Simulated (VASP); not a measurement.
# BeTe (F-43m) in VASP: further runs

BeTe is run at these levels: PBE; tasks: single point.

All numbers are computed with VASP 6.6.1; they aren't measurements. Logs are shortened: lines on timing, memory, paths and dates and some standing lists are left out, and cuts for length are marked.

## 1. The cell of the first run

Symmetry: F-43m, No. 216, cubic system. Conventional cell: a = 5.540 Å, b = 5.540 Å, c = 5.540 Å, α = 90.00°, β = 90.00°, γ = 90.00°. Be (site symmetry -43m) has 4 Te at 2.40 Å within 3.2 Å. Within 3.2 Å of Te (site symmetry -43m) lie 4 Be at 2.40 Å.

## 2. Single point, PBE

Input file INCAR:

```
SYSTEM = BeTe
ALGO = Normal
EDIFF = 1E-7
ENCUT = 520
GGA = PE
ISIF = 2
ISMEAR = 0
LASPH = .TRUE.
LCHARG = .FALSE.
LREAL = .FALSE.
LWAVE = .FALSE.
NBANDS = 11
NELM = 100
PREC = Accurate
SIGMA = 0.1
```

Input file KPOINTS:

```
k-points
0
G
  6 6 6
  0 0 0
```

Input file POSCAR:

```
BeTe
1.0
    0.0000000000      2.7699999800      2.7699999800
    2.7699999800      0.0000000000      2.7699999800
    2.7699999800      2.7699999800      0.0000000000
Be Te
1 1
Direct
    0.0000000000      0.0000000000      0.0000000000
    0.2500000000      0.2500000000      0.2500000000
```

Potentials or basis: VASP PAW PBE potentials, release 64 (Be, Te).

Command:

```console
> cat potpaw_PBE.64/Be/POTCAR potpaw_PBE.64/Te/POTCAR > POTCAR
> mpirun -np 1 vasp_std > vasp.out
```

OUTCAR:

```text
SYSTEM = BeTe
   EDIFF = 1E-7
   ENCUT = 520
   GGA = PE
   ISIF = 2
   ISMEAR = 0
   LASPH = .TRUE.
   LREAL = .FALSE.
   NELM = 100
   PREC = Accurate

 ion  position               nearest neighbor table
   1  0.000  0.000  0.000-   2 2.40   2 2.40   2 2.40   2 2.40
   2  0.250  0.250  0.250-   1 2.40   1 2.40   1 2.40   1 2.40

  LATTYP: Found a face centered cubic cell.
 ALAT       =     5.5399999600

  Lattice vectors:

 A1 = (   0.0000000000,   2.7699999800,   2.7699999800)
 A2 = (   2.7699999800,   0.0000000000,   2.7699999800)
 A3 = (   2.7699999800,   2.7699999800,   0.0000000000)

Analysis of symmetry for initial positions (statically):
=====================================================================
 Subroutine PRICEL returns:
 Original cell was already a primitive cell.

 Routine SETGRP: Setting up the symmetry group for a
 face centered cubic supercell.

 Subroutine GETGRP returns: Found 24 space group operations
 (whereof 24 operations were pure point group operations)
 out of a pool of 48 trial point group operations.

The static configuration has the point symmetry T_d .

Analysis of symmetry for dynamics (positions and initial velocities):
=====================================================================
 Subroutine PRICEL returns:
 Original cell was already a primitive cell.

 Routine SETGRP: Setting up the symmetry group for a
 face centered cubic supercell.

 Subroutine GETGRP returns: Found 24 space group operations
 (whereof 24 operations were pure point group operations)
 out of a pool of 48 trial point group operations.

The dynamic configuration has the point symmetry T_d .

 Subroutine INISYM returns: Found 24 space group operations
 (whereof 24 operations are pure point group operations),
 and found     1 'primitive' translations

----------------------------------------------------------------------------------------

                                     Primitive cell

  volume of cell :      42.5079

  direct lattice vectors                    reciprocal lattice vectors
     0.000000000  2.769999980  2.769999980    -0.180505416  0.180505416  0.180505416
     2.769999980  0.000000000  2.769999980     0.180505416 -0.180505416  0.180505416
     2.769999980  2.769999980  0.000000000     0.180505416  0.180505416 -0.180505416

  length of vectors
     3.917371539  3.917371539  3.917371539     0.312644552  0.312644552  0.312644552

  position of ions in fractional coordinates (direct lattice)
     0.000000000  0.000000000  0.000000000
     0.250000000  0.250000000  0.250000000

  ion indices of the primitive-cell ions
   primitive index   ion index
                 1           1
                 2           2

----------------------------------------------------------------------------------------

 KPOINTS: k-points

Automatic generation of k-mesh.
 Grid dimensions read from file:
 generate k-points for:    6    6    6

 Generating k-lattice:

  Cartesian coordinates                     Fractional coordinates (reciprocal lattice)
    -0.030084236  0.030084236  0.030084236     0.166666667  0.000000000  0.000000000
     0.030084236 -0.030084236  0.030084236     0.000000000  0.166666667  0.000000000
     0.030084236  0.030084236 -0.030084236     0.000000000  0.000000000  0.166666667

  Length of vectors
     0.052107425  0.052107425  0.052107425

  Shift w.r.t. Gamma in fractional coordinates (k-lattice)
     0.000000000  0.000000000  0.000000000

 Subroutine IBZKPT returns following result:
 ===========================================

 Found     16 irreducible k-points:

 Following reciprocal coordinates:
            Coordinates               Weight
  0.000000  0.000000  0.000000      1.000000
  0.166667  0.000000  0.000000      8.000000
  0.333333  0.000000  0.000000      8.000000
  0.500000  0.000000  0.000000      4.000000
  0.166667  0.166667  0.000000      6.000000
  0.333333  0.166667  0.000000     24.000000
[... 8 lines left out ...]
 -0.333333  0.333333  0.166667     24.000000
 -0.333333  0.500000  0.166667     12.000000
   k-points           NKPTS =     16   k-points in BZ     NKDIM =     16   number of bands    NBANDS=     11
   number of dos      NEDOS =    301   number of ions     NIONS =      2
   total plane-waves  NPLWV =  27000
   dimension x,y,z NGX =    30 NGY =   30 NGZ =   30
   dimension x,y,z NGXF=    60 NGYF=   60 NGZF=   60
   ions per type =               1   1
   NGX,Y,Z   is equivalent  to a cutoff of  12.73, 12.73, 12.73 a.u.
   NGXF,Y,Z  is equivalent  to a cutoff of  25.46, 25.46, 25.46 a.u.
 SYSTEM =  BeTe
   PREC   = accura    normal or accurate (medium, high low for compatibility)
   ISTART =      0    job   : 0-new  1-cont  2-samecut
   ICHARG =      2    charge: 1-file 2-atom 10-const
   ISPIN  =      1    spin polarized calculation?
   LNONCOLLINEAR =      F non collinear calculations
   LSORBIT =      F    spin-orbit coupling
   LASPH  =      T    aspherical Exc in radial PAW
   ENCUT  =  520.0 eV  38.22 Ry    6.18 a.u.   7.28  7.28  7.28*2*pi/ulx,y,z
   NELM   =    100;   NELMIN=  2; NELMDL= -5     # of ELM steps
   EDIFF  = 0.1E-06   stopping-criterion for ELM
   LREAL  =      F    real-space projection
   EDIFFG = 0.1E-05   stopping-criterion for IOM
   NSW    =      0    number of steps for IOM
   IBRION =     -1    ionic relax: 0-MD 1-quasi-New 2-CG
   NFREE  =      0    steps in history (QN), initial steepest desc. (CG)
   ISIF   =      2    stress and relaxation
   ISYM   =      2    0-nonsym 1-usesym 2-fastsym
   POTIM  = 0.5000    time-step for ionic-motion
   TEBEG  =    0.0;   TEEND  =   0.0 temperature during run
   PSTRESS=    0.0 pullay stress
   NELECT =       8.0000    total number of electrons
   NUPDOWN=      -1.0000    fix difference up-down
   EMIN   =  10.00;   EMAX   =-10.00  energy-range for DOS
   EFERMI =   0.00;   METHOD = LEGACY
   ISMEAR =     0;   SIGMA  =   0.10  broadening in eV -4-tet -1-fermi 0-gaus
   EFERMI_NEDOS =   21; number of points for ismear=-14 and -15
   IALGO  =     38    algorithm
   IMIX   =      4    mixing-type and parameters
     AMIX     =   0.40;   BMIX     =  1.00
     AMIX_MAG =   1.60;   BMIX_MAG =  1.00
  volume/ion in A,a.u.               =      21.25       143.43
  Fermi-wavevector in a.u.,A,eV,Ry     =   0.938170  1.772885 11.975354  0.880164
  Thomas-Fermi vector in A             =   2.065355
   LORBIT       =      0    0 simple, 1 ext, 2 COOP (PROOUT), +10 PAW based schemes
   GGA     = PE    functional components
   LHFCALC =     F    Hartree Fock is set to
   AEXX    =    0.0000 exact exchange contribution
   IVDW    =     0    specifies the selected vdW correction
   LEPSILON=     F    determine dielectric tensor
   LRPA    =     F    only Hartree local field effects (RPA)
 non-spin polarized calculation
 Gauss-broadening in eV      SIGMA  =   0.10
  energy-cutoff  :      520.00
  volume of cell :       42.51
 maximum number of plane-waves:      1167
 NGX is ok and might be reduce to    30
   NGX = 15   NGY = 15   NGZ = 15

 number of electron       8.0000000 magnetization

 Free energy of the ion-electron system (eV)
  ---------------------------------------------------
  ext. energy  EPLUGINS =         0.00000000
  ---------------------------------------------------
  free energy    TOTEN  =        -7.57839370 eV

  energy without entropy =       -7.57839370  energy(sigma->0) =       -7.57839370

 E-fermi :   6.1366     XC(G=0):  -9.2554

 val. band max:        5.6669989114   @ k =   0.0000   0.0000   0.0000
 cond. band min:       7.5132689579   @ k =   0.5000   0.5000   0.0000
 fundamental gap:      1.8462700465
 Fermi energy:         6.1365692783

 k-point     1 :       0.0000    0.0000    0.0000
  band No.  band energies     occupation
      1      -6.9678      2.00000
      2       5.6670      2.00000
      3       5.6670      2.00000
      4       5.6670      2.00000
      5       9.2298      0.00000
      6       9.2298      0.00000
      7       9.2298      0.00000
      8       9.8580      0.00000
      9      14.0527      0.00000
     10      16.0132      0.00000
     11      16.0132      0.00000

 k-point     2 :       0.1667    0.0000    0.0000
  band No.  band energies     occupation
      1      -6.6895      2.00000
      2       3.5728      2.00000
      3       5.2531      2.00000
      4       5.2531      2.00000
      5       9.2253      0.00000
      6       9.8100      0.00000
      7       9.8100      0.00000
      8      11.7512      0.00000
      9      14.6672      0.00000
     10      14.7798      0.00000
     11      14.7798      0.00000

 k-point     3 :       0.3333    0.0000    0.0000
  band No.  band energies     occupation
      1      -5.9847      2.00000
      2       0.9681      2.00000
      3       4.6734      2.00000
      4       4.6734      2.00000
      5       8.9764      0.00000
      6      10.2734      0.00000
      7      10.2734      0.00000
      8      13.5151      0.00000
      9      15.2508      0.00000
     10      15.3481      0.00000
     11      15.3481      0.00000

 k-point     4 :       0.5000    0.0000    0.0000
  band No.  band energies     occupation
      1      -5.4946      2.00000
      2      -0.1999      2.00000
      3       4.4478      2.00000
      4       4.4478      2.00000
      5       8.8766      0.00000
      6      10.2298      0.00000
      7      10.2298      0.00000
      8      13.4610      0.00000
      9      16.8297      0.00000
     10      17.3561      0.00000
     11      17.3561      0.00000
[... 127 lines left out ...]
 k-point    14 :       0.5000    0.3333    0.1667
  band No.  band energies     occupation
      1      -5.4468      2.00000
      2       1.0559      2.00000
      3       2.4018      2.00000
      4       3.5289      2.00000
      5       9.6070      0.00000
      6      10.6012      0.00000
      7      11.0369      0.00000
      8      13.5764      0.00000
      9      15.8686      0.00000
     10      16.3800      0.00000
     11      18.6755      0.00000

 k-point    15 :      -0.3333    0.3333    0.1667
  band No.  band energies     occupation
      1      -5.0789      2.00000
      2       0.5519      2.00000
      3       1.9540      2.00000
      4       3.0736      2.00000
      5      10.1129      0.00000
      6      10.4535      0.00000
      7      12.6521      0.00000
      8      13.0731      0.00000
      9      14.5104      0.00000
     10      17.7823      0.00000
     11      18.6243      0.00000

 k-point    16 :      -0.3333    0.5000    0.1667
  band No.  band energies     occupation
      1      -4.9214      2.00000
      2       0.6382      2.00000
      3       2.0419      2.00000
      4       2.3475      2.00000
      5       9.3524      0.00000
      6       9.9217      0.00000
      7      13.1694      0.00000
      8      13.4553      0.00000
      9      16.8383      0.00000
     10      17.8303      0.00000
     11      18.7397      0.00000

------------------------ aborting loop because EDIFF is reached ----------------------------------------

  FORCE on cell =-STRESS in cart. coord.  units (eV):
  Direction    XX          YY          ZZ          XY          YZ          ZX
  --------------------------------------------------------------------------------------
  -------------------------------------------------------------------------------------
  Total        1.1947838      1.1947838      1.1947838      0.0000000      0.0000000      0.0000000
  in kB       45.0329717     45.0329717     45.0329717      0.0000000      0.0000000      0.0000000
  external PRESSURE =      45.0329717 kB  Pullay stress =       0.0000000 kB

 VOLUME and BASIS-vectors are now :
 -----------------------------------------------------------------------------
  energy-cutoff  :      520.00
  volume of cell :       42.51
      direct lattice vectors                 reciprocal lattice vectors
     0.000000000  2.769999980  2.769999980    -0.180505416  0.180505416  0.180505416
     2.769999980  0.000000000  2.769999980     0.180505416 -0.180505416  0.180505416
     2.769999980  2.769999980  0.000000000     0.180505416  0.180505416 -0.180505416

 POSITION                                       TOTAL-FORCE (eV/Angst)
 -----------------------------------------------------------------------------------
      0.00000      0.00000      0.00000         0.000000      0.000000     -0.000000
      1.38500      1.38500      1.38500        -0.000000     -0.000000      0.000000
 -----------------------------------------------------------------------------------
    total drift:                                0.000000      0.000000      0.000000

  FREE ENERGIE OF THE ION-ELECTRON SYSTEM (eV)
  ---------------------------------------------------
  free  energy   TOTEN  =        -7.5783937038 eV

  energy  without entropy=       -7.5783937038  energy(sigma->0) =       -7.57839370
```

Wall time 13 s (1 thread of Intel Xeon 6975P-C, shared host); peak memory 0.17 GiB.

What came out:

| Item | Value |
| --- | --- |
| Free energy | -7.5784 eV |
| Pressure | 4.5 GPa |
| Band gap on the k mesh | 1.85 eV, indirect (least direct gap 3.56 eV) |

Caveat: spin-orbit coupling is left out, which moves the levels of the heavy elements. As with any semilocal functional, this PBE gap is likely too small.

## 3. Single point, PBE

This run uses another cell than the first one, of 22.77 Å³/atom, 1.071 times its volume.

Input file INCAR:

```
SYSTEM = BeTe
PREC = Accurate
ENCUT = 520
EDIFF = 1E-6
ISMEAR = 0
SIGMA = 0.1
LREAL = .False.
LASPH = .True.
NELM = 80
ALGO = Normal
ISIF = 2
LWAVE = .False.
LCHARG = .False.
GGA = PE
NBANDS = 11
```

Input file KPOINTS:

```
Automatic mesh
0
Gamma
  6 6 6
  0 0 0
```

Input file POSCAR:

```
BeTe
1.0
    0.0000000000      2.8343140375      2.8343140375
    2.8343140375      0.0000000000      2.8343140375
    2.8343140375      2.8343140375      0.0000000000
Be Te
1 1
Direct
    0.0000000000      0.0000000000      0.0000000000
    0.2500000000      0.2500000000      0.2500000000
```

Potentials or basis: VASP PAW PBE potentials, release 64 (Be, Te).

Command:

```console
> cat potpaw_PBE.64/Be/POTCAR potpaw_PBE.64/Te/POTCAR > POTCAR
> mpirun -np 1 vasp_std > vasp.out
```

It used 7.3 s of CPU time on 1 thread of Intel Xeon 6975P-C, on a shared host.

It converged, with:

* Free energy: -7.6189 eV
* Pressure: 0.0 GPa
* Band gap on the k mesh: 2.02 eV, indirect (least direct gap 3.62 eV)

Levels at points of the mesh, in eV from the valence-band top:
```
           k point  band 2  band 3  band 4  band 5  band 6  band 7
(0.00, 0.00, 0.00)    0.00    0.00    0.00    3.62    3.62    3.62
(0.50, 0.00, 0.00)   -5.42   -1.10   -1.10    3.02    4.60    4.60
(0.50, 0.50, 0.00)   -5.01   -2.57   -2.57    2.02    2.69    9.58
```

Caveat: spin-orbit coupling is left out, which moves the levels of the heavy elements. A hybrid or GW would open this gap; PBE tends to underestimate it.
